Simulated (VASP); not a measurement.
# Pd (Im-3m) in VASP: notebook

Aim: see how the results for Pd move with the level of theory and the settings. Levels: r2SCAN, PBE, PBEsol+D4. Tasks: single point.

Everything below comes from runs of VASP 6.6.1. Logs are shortened: lines on timing, memory, paths and dates and some standing lists are left out, and cuts for length are marked.

## Step 1: The cell of the first run

The structure is cubic, space group Im-3m (No. 229). Conventional cell: a = 3.145 Å, b = 3.145 Å, c = 3.145 Å, α = 90.00°, β = 90.00°, γ = 90.00°. Within 3.6 Å of Pd (site symmetry m-3m) lie 14 Pd at 2.72 to 3.14 Å.

## Step 2: Single point, r2SCAN

POSCAR

```
Pd
1.0
   -1.5722810000      1.5722810000      1.5722810000
    1.5722810000     -1.5722810000      1.5722810000
    1.5722810000      1.5722810000     -1.5722810000
Pd
1
Direct
    0.0000000000      0.0000000000      0.0000000000
```

INCAR.step1

```
ALGO = Normal ; EDIFF = 1E-4
ENCUT = 520 ; GGA = PE
ISMEAR = -1 ; LASPH = T
LCHARG = F ; LREAL = F
LWAVE = T ; NBANDS = 11
NELM = 100 ; PREC = Accurate
SIGMA = 0.05
```

INCAR.step2

```
ALGO = Normal ; EDIFF = 1E-6
ENCUT = 520 ; ISIF = 2
ISMEAR = -1 ; ISTART = 1
LASPH = T ; LCHARG = F
LMIXTAU = T ; LREAL = F
LWAVE = F ; METAGGA = R2SCAN
NBANDS = 11 ; NELM = 100
PREC = Accurate ; SIGMA = 0.05
```

KPOINTS

```
k-points
0
Gamma
  12 12 12
```

Potentials or basis: VASP PAW PBE potentials, release 64 (Pd).

Command:

```
cat potpaw_PBE.64/Pd/POTCAR > POTCAR
cp INCAR.step1 INCAR
mpirun -np 1 vasp_std > vasp.out
cp INCAR.step2 INCAR
mpirun -np 1 vasp_std > vasp.out
```

OUTCAR:

```text
EDIFF = 1E-6
   ENCUT = 520
   ISIF = 2
   ISMEAR = -1
   ISTART = 1
   LASPH = T
   LREAL = F
   METAGGA = R2SCAN
   NELM = 100
   PREC = Accurate

 ion  position               nearest neighbor table
   1  0.000  0.000  0.000-

  LATTYP: Found a body centered cubic cell.
 ALAT       =     3.1445620000

  Lattice vectors:

 A1 = (  -1.5722810000,   1.5722810000,   1.5722810000)
 A2 = (   1.5722810000,  -1.5722810000,   1.5722810000)
 A3 = (   1.5722810000,   1.5722810000,  -1.5722810000)

Analysis of symmetry for initial positions (statically):
=====================================================================
 Subroutine PRICEL returns:
 Original cell was already a primitive cell.

 Routine SETGRP: Setting up the symmetry group for a
 body centered cubic supercell.

 Subroutine GETGRP returns: Found 48 space group operations
[... 9 lines left out ...]

 Routine SETGRP: Setting up the symmetry group for a
 body centered cubic supercell.

 Subroutine GETGRP returns: Found 48 space group operations
[... 11 lines left out ...]
                                     Primitive cell

  volume of cell :      15.5471

  direct lattice vectors                    reciprocal lattice vectors
    -1.572281000  1.572281000  1.572281000     0.000000000  0.318009313  0.318009313
     1.572281000 -1.572281000  1.572281000     0.318009313  0.000000000  0.318009313
     1.572281000  1.572281000 -1.572281000     0.318009313  0.318009313  0.000000000

  length of vectors
     2.723270576  2.723270576  2.723270576     0.449733083  0.449733083  0.449733083

  position of ions in fractional coordinates (direct lattice)
     0.000000000  0.000000000  0.000000000

  ion indices of the primitive-cell ions
   primitive index   ion index
                 1           1

----------------------------------------------------------------------------------------

 KPOINTS: k-points

Automatic generation of k-mesh.
 Grid dimensions read from file:
 generate k-points for:   12   12   12

 Generating k-lattice:

  Cartesian coordinates                     Fractional coordinates (reciprocal lattice)
     0.000000000  0.026500776  0.026500776     0.083333333  0.000000000  0.000000000
     0.026500776  0.000000000  0.026500776     0.000000000  0.083333333  0.000000000
     0.026500776  0.026500776  0.000000000     0.000000000  0.000000000  0.083333333

  Length of vectors
     0.037477757  0.037477757  0.037477757

  Shift w.r.t. Gamma in fractional coordinates (k-lattice)
     0.000000000  0.000000000  0.000000000

 Subroutine IBZKPT returns following result:
 ===========================================

 Found     72 irreducible k-points:

 Following reciprocal coordinates:
            Coordinates               Weight
  0.000000  0.000000  0.000000      1.000000
  0.083333  0.000000  0.000000     12.000000
  0.166667  0.000000  0.000000     12.000000
  0.250000  0.000000  0.000000     12.000000
  0.333333  0.000000  0.000000     12.000000
  0.416667  0.000000  0.000000     12.000000
[... 16 lines left out ...]
  0.333333  0.083333  0.083333     24.000000
  0.416667  0.083333  0.083333     12.000000
 [... further k-points ...]
   k-points           NKPTS =     72   k-points in BZ     NKDIM =     72   number of bands    NBANDS=     11
   number of dos      NEDOS =    301   number of ions     NIONS =      1
   total plane-waves  NPLWV =   8000
   dimension x,y,z NGX =    20 NGY =   20 NGZ =   20
   dimension x,y,z NGXF=    40 NGYF=   40 NGZF=   40
   ions per type =               1
   NGX,Y,Z   is equivalent  to a cutoff of  12.21, 12.21, 12.21 a.u.
   NGXF,Y,Z  is equivalent  to a cutoff of  24.42, 24.42, 24.42 a.u.
 SYSTEM =  unknown system
   PREC   = accura    normal or accurate (medium, high low for compatibility)
   ISTART =      1    job   : 0-new  1-cont  2-samecut
   ICHARG =      0    charge: 1-file 2-atom 10-const
   ISPIN  =      1    spin polarized calculation?
   LNONCOLLINEAR =      F non collinear calculations
   LSORBIT =      F    spin-orbit coupling
   LASPH  =      T    aspherical Exc in radial PAW
   ENCUT  =  520.0 eV  38.22 Ry    6.18 a.u.   5.06  5.06  5.06*2*pi/ulx,y,z
   NELM   =    100;   NELMIN=  2; NELMDL=  0     # of ELM steps
   EDIFF  = 0.1E-05   stopping-criterion for ELM
   LREAL  =      F    real-space projection
   EDIFFG = 0.1E-04   stopping-criterion for IOM
   NSW    =      0    number of steps for IOM
   IBRION =     -1    ionic relax: 0-MD 1-quasi-New 2-CG
   NFREE  =      0    steps in history (QN), initial steepest desc. (CG)
   ISIF   =      2    stress and relaxation
   ISYM   =      2    0-nonsym 1-usesym 2-fastsym
   POTIM  = 0.5000    time-step for ionic-motion
   TEBEG  =    0.0;   TEEND  =   0.0 temperature during run
   PSTRESS=    0.0 pullay stress
   NELECT =      10.0000    total number of electrons
   NUPDOWN=      -1.0000    fix difference up-down
   EMIN   =  10.00;   EMAX   =-10.00  energy-range for DOS
   EFERMI =   0.00;   METHOD = LEGACY
   ISMEAR =    -1;   SIGMA  =   0.05  broadening in eV -4-tet -1-fermi 0-gaus
   EFERMI_NEDOS =   21; number of points for ismear=-14 and -15
   IALGO  =     38    algorithm
   IMIX   =      4    mixing-type and parameters
     AMIX     =   0.40;   BMIX     =  1.00
     AMIX_MAG =   1.60;   BMIX_MAG =  1.00
  volume/ion in A,a.u.               =      15.55       104.92
  Fermi-wavevector in a.u.,A,eV,Ry     =   1.413160  2.670485 27.171123  1.997021
  Thomas-Fermi vector in A             =   2.534834
   LORBIT       =      0    0 simple, 1 ext, 2 COOP (PROOUT), +10 PAW based schemes
   METAGGA = R2SCAN    functional components
   LHFCALC =     F    Hartree Fock is set to
   AEXX    =    0.0000 exact exchange contribution
   IVDW    =     0    specifies the selected vdW correction
   LEPSILON=     F    determine dielectric tensor
   LRPA    =     F    only Hartree local field effects (RPA)
 non-spin polarized calculation
  energy-cutoff  :      520.00
  volume of cell :       15.55
 maximum number of plane-waves:       430
   NGX = 11   NGY = 11   NGZ = 11

 number of electron      10.0000005 magnetization

 Free energy of the ion-electron system (eV)
  ---------------------------------------------------
  ext. energy  EPLUGINS =         0.00000000
  ---------------------------------------------------
  free energy    TOTEN  =       -22.90517732 eV

  energy without entropy =      -22.89505753  energy(sigma->0) =      -22.90011743

 E-fermi :   8.7581     XC(G=0): -13.7295

 val. band max:        8.7433427368   @ k =  -0.3333   0.3333   0.0833
 cond. band min:       8.8233757965   @ k =  -0.4167   0.4167   0.2500
 fundamental gap:      0.0800330597
 Fermi energy:         8.7581149640

 k-point     1 :       0.0000    0.0000    0.0000
  band No.  band energies     occupation
      1       1.9995      2.00000
      2       5.9458      2.00000
      3       5.9458      2.00000
      4       5.9458      2.00000
      5       7.7954      2.00000
      6       7.7954      2.00000
      7      28.9836      0.00000
      8      28.9836      0.00000
      9      28.9836      0.00000
     10      31.5247      0.00000
     11      37.2008      0.00000

 k-point     2 :       0.0833    0.0000    0.0000
  band No.  band energies     occupation
      1       2.2614      2.00000
      2       5.8615      2.00000
      3       5.9509      2.00000
      4       6.1279      2.00000
      5       7.7013      2.00000
      6       7.8018      2.00000
      7      28.7238      0.00000
      8      28.9877      0.00000
      9      29.2787      0.00000
     10      31.5167      0.00000
     11      35.1845      0.00000

 k-point     3 :       0.1667    0.0000    0.0000
  band No.  band energies     occupation
      1       2.9703      2.00000
      2       5.6380      2.00000
      3       5.9750      2.00000
      4       6.6489      2.00000
      5       7.5357      2.00000
      6       7.8249      2.00000
      7      27.3481      0.00000
      8      28.5260      0.00000
      9      30.0882      0.00000
     10      31.4893      0.00000
     11      34.1232      0.00000

 k-point     4 :       0.2500    0.0000    0.0000
  band No.  band energies     occupation
      1       3.7439      2.00000
      2       5.3470      2.00000
      3       6.2898      2.00000
      4       7.4273      2.00000
      5       7.4979      2.00000
      6       7.8697      2.00000
      7      24.5216      0.00000
      8      27.2352      0.00000
      9      31.1974      0.00000
     10      31.4753      0.00000
     11      31.7242      0.00000

 k-point     5 :       0.3333    0.0000    0.0000
  band No.  band energies     occupation
      1       3.9444      2.00000
      2       5.0709      2.00000
      3       7.4247      2.00000
      4       7.7122      2.00000
      5       7.9308      2.00000
      6       8.3069      1.99976
      7      21.1972      0.00000
      8      25.8543      0.00000
      9      29.2945      0.00000
     10      31.4804      0.00000
     11      32.2965      0.00000
[... 211 lines left out ...]
 k-point    21 :       0.1667    0.0833    0.0833
  band No.  band energies     occupation
      1       4.2064      2.00000
      2       5.2916      2.00000
      3       5.5793      2.00000
      4       7.6253      2.00000
      5       7.8237      2.00000
      6       8.3747      1.99907
      7      24.7099      0.00000
      8      26.0302      0.00000
      9      27.6395      0.00000
     10      31.3243      0.00000
     11      31.5783      0.00000

 k-point    22 :       0.2500    0.0833    0.0833
  band No.  band energies     occupation
      1       4.3688      2.00000
      2       5.0392      2.00000
      3       6.3533      2.00000
      4       7.6827      2.00000
      5       7.9288      2.00000
      6       9.7749      0.00000
      7      21.3761      0.00000
      8      24.8595      0.00000
      9      26.0561      0.00000
     10      31.5595      0.00000
     11      32.5508      0.00000

 k-point    23 :       0.3333    0.0833    0.0833
  band No.  band energies     occupation
      1       4.1887      2.00000
      2       4.8735      2.00000
      3       7.3655      2.00000
      4       7.7762      2.00000
      5       7.9967      2.00000
      6      11.4239      0.00000
      7      18.3009      0.00000
      8      24.0484      0.00000
      9      24.9641      0.00000
     10      31.5501      0.00000
     11      33.5001      0.00000

 k-point    24 :       0.4167    0.0833    0.0833
  band No.  band energies     occupation
      1       4.1021      2.00000
      2       4.8160      2.00000
      3       7.7991      2.00000
      4       7.8145      2.00000
      5       8.0207      2.00000
      6      12.5415      0.00000
      7      16.6690      0.00000
      8      23.7610      0.00000
      9      24.5468      0.00000
     10      31.5470      0.00000
     11      33.8408      0.00000

 [... further k-points ...]
[... 5 lines left out ...]
  --------------------------------------------------------------------------------------
  -------------------------------------------------------------------------------------
  Total       -0.4963581     -0.4963581     -0.4963581      0.0000000      0.0000000     -0.0000000
  in kB      -51.1511262    -51.1511262    -51.1511262      0.0000000      0.0000000     -0.0000000
  external PRESSURE =     -51.1511262 kB  Pullay stress =       0.0000000 kB

 VOLUME and BASIS-vectors are now :
 -----------------------------------------------------------------------------
  energy-cutoff  :      520.00
  volume of cell :       15.55
      direct lattice vectors                 reciprocal lattice vectors
    -1.572281000  1.572281000  1.572281000     0.000000000  0.318009313  0.318009313
     1.572281000 -1.572281000  1.572281000     0.318009313  0.000000000  0.318009313
     1.572281000  1.572281000 -1.572281000     0.318009313  0.318009313  0.000000000

 POSITION                                       TOTAL-FORCE (eV/Angst)
 -----------------------------------------------------------------------------------
      0.00000      0.00000      0.00000         0.000000     -0.000000     -0.000000
 -----------------------------------------------------------------------------------
    total drift:                                0.000000     -0.000000      0.000000

  FREE ENERGIE OF THE ION-ELECTRON SYSTEM (eV)
  ---------------------------------------------------
  free  energy   TOTEN  =       -22.9051773227 eV

  energy  without entropy=      -22.8950575316  energy(sigma->0) =      -22.90011743
```

Run time: 17 s. Hardware: 1 thread of Intel Xeon 6975P-C (Granite Rapids), shared host; peak memory 0.13 GiB.

What came out:

| Quantity | Value |
| --- | --- |
| Free energy | -22.9052 eV |
| Pressure | -5.1 GPa |
| Band gap on the k mesh | zero (band 5 reaches 9.33 eV, above the bottom of band 6 at 7.69 eV) |

Caveat: the PAW data sets were made with another functional, which shifts forces and pressure a little.

## Step 3: Single point, PBE

INCAR

```
PREC     = Accurate       # precision mode
ENCUT    = 520            # plane-wave cutoff, eV
EDIFF    = 1E-7           # SCF threshold, eV
ISMEAR   = 0              # smearing method
SIGMA    = 0.02           # smearing width, eV
LREAL    = F              # projectors in reciprocal space
LASPH    = T              # aspherical terms in the spheres
NELM     = 100            # most SCF steps
ALGO     = Normal         # electronic algorithm
ISIF     = 2              # what is computed and relaxed
LWAVE    = F              # write WAVECAR
LCHARG   = F              # write CHGCAR
GGA      = PE             # functional
NBANDS   = 11             # bands
```

KPOINTS

```
regular mesh
0
Gamma
  12 12 12
```

POSCAR is that of step 2.

Potentials or basis: VASP PAW PBE potentials, release 64 (Pd).

Command:

```
cat potpaw_PBE.64/Pd/POTCAR > POTCAR
mpirun -np 1 vasp_std > vasp.out
```

It took 8.4 s on 1 thread of Intel Xeon Platinum 8488C (Sapphire Rapids), shared host; peak memory 0.13 GiB.

Results (log left out):

| Property | Result |
| --- | --- |
| Free energy | -5.1753 eV |
| Pressure | -1.5 GPa |
| Band gap on the k mesh | zero (band 5 reaches 9.47 eV, above the bottom of band 6 at 7.93 eV) |

Levels at points of the mesh, in eV from the Fermi level:
```
           k point  band 1  band 2  band 3  band 4  band 5  band 6  band 7  band 8  band 9  band 10
(0.00, 0.00, 0.00)   -6.69   -2.69   -2.69   -2.69   -0.85   -0.85   19.31   19.31   19.31    27.27
(0.50, 0.00, 0.00)   -4.87   -3.80   -0.92   -0.64    0.58    1.54    7.57   15.06   17.40    23.68
(0.50, 0.50, 0.50)   -4.79   -4.79    0.23    0.23    0.23    9.09    9.09    9.09   16.95    17.12
```

(Part 1 of 2 ends here.)
